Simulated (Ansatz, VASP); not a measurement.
**GdMn in VASP and in Ansatz**

File INCAR:

```
SYSTEM = GdMn
PREC = Accurate ; ENCUT = 520
EDIFF = 1E-7 ; ISMEAR = 0
SIGMA = 0.05 ; LREAL = .FALSE.
LASPH = .TRUE. ; NELM = 150
ALGO = Normal ; ISIF = 2
LWAVE = .FALSE. ; LCHARG = .FALSE.
ISPIN = 2 ; MAGMOM = 7.89 -3.61
LORBIT = 11 ; LMAXMIX = 6
GGA = PS ; NBANDS = 26
```

Contents of KPOINTS:

```
Automatic mesh
0
G
  10 10 10
  0 0 0
```

File POSCAR:

```
GdMn
1.0
    3.4243924609      0.0000000000      0.0000000000
    0.0000000000      3.4243924609      0.0000000000
    0.0000000000      0.0000000000      3.4243924609
Gd Mn
1 1
Direct
    0.0000000000      0.0000000000      0.0000000000
    0.5000000000      0.5000000000      0.5000000000
```

Input for Ansatz:

```yaml
crystal:
  lattice:
    - [3.4243924609, 0.0, 0.0]
    - [0.0, 3.4243924609, 0.0]
    - [0.0, 0.0, 3.4243924609]
  atoms:
    - { symbol: Gd, position: [0.0, 0.0, 0.0], spin: 7.89 }
    - { symbol: Mn, position: [0.5, 0.5, 0.5], spin: -3.61 }
basis:
  ecutwfc: 420
  ecutrho_ratio: 4
kpoints:
  mp_grid: { grid: [10, 10, 10] }
hamiltonian:
  xc: pbesol
scf:
  occupations: { method: gaussian, width: 0.05 }
output:
  forces: true
  stress: true
  eigenvalues: true
  populations: true
magnetization:
  spin_polarized: true
```

Alike in both runs: task single point; functional PBEsol; k mesh 10 × 10 × 10; occupations gaussian, width 0.05 eV; collinear spin.

|  | VASP | Ansatz |
| --- | --- | --- |
| version | VASP 6.6.1 | Ansatz 0.2.0 |
| potentials or method | VASP PAW PBE potentials, release 64 (Gd, Mn_pv), cutoff 520 eV | scalar-relativistic, plane waves, PAW |
| valence electrons in the cell | 31 | 33 |

|  | VASP | Ansatz | Ansatz less VASP |
| --- | --- | --- | --- |
| gap on the k mesh at the Fermi level (eV) | none | none | - |
| pressure (GPa) | 0.6 | 0.5 | -0.11 |
| net moment per atom (μB) | 2.17 | 2.16 | -0.012 |
| size of the moment on the site where the two differ most (μB) | 7.01 | 7.18 | +0.172 |

VASP's potentials were made for PBE, not for PBEsol. Site moments also hang on the region over which each program counts them. A gap of «none» marks a metal or a gap that the smearing closes. VASP's potentials hold 31 valence electrons a cell and Ansatz's 33, so a difference there can come from the potentials and not from the codes. Ansatz's warnings: given moment on shells.

Neither program's run includes spin-orbit coupling.
